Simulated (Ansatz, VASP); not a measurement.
ZrB2 in VASP and in Ansatz

```
Zr B
1.0
     3.16500    0.03165    0.03165
    -1.55509    2.72515    0.01158
     0.03520    0.03520    3.52000
Zr B
1 2
Cartesian
  0.0000 0.0000 0.0000
  0.0359 1.8449 1.7783
  1.6092 0.9471 1.7850
```

Change from the starting cell: equal xy, yz and zx shear strains of +2 %, crystal datasets.

Alike in both runs: task electric field gradients; functional LDA; k mesh 13 × 13 × 10; occupations fermi-dirac, width 0.03 eV; no spin polarisation.

|  | VASP | Ansatz |
| --- | --- | --- |
| version | VASP 6.6.1 | Ansatz 0.2.0 |
| potentials or method | VASP PAW LDA potentials, release 64 (Zr_sv, B), cutoff 520 eV | all-electron PAW with datasets made for the crystal, scalar-relativistic |

|  | VASP | Ansatz | Ansatz less VASP |
| --- | --- | --- | --- |
| pressure (GPa) | -6.5 | -6.9 | -0.46 |
| traceless stress, the component that is largest in VASP (GPa) | -5.00 | -4.99 | +0.004 |
| rms of the force components (eV/Å) | 0.019 | 0.019 | -0.0001 |
| size of Vzz on the site where it differs most (V/Å²) | 57.4 | 59.8 | +2.34 |

LDA's correlation is that of Perdew and Zunger in VASP and of Perdew and Wang (1992) in Ansatz. Atom by atom the forces differ by 0.000 eV/Å (rms over components). Ansatz ran all-electron here, and VASP with PAW potentials.
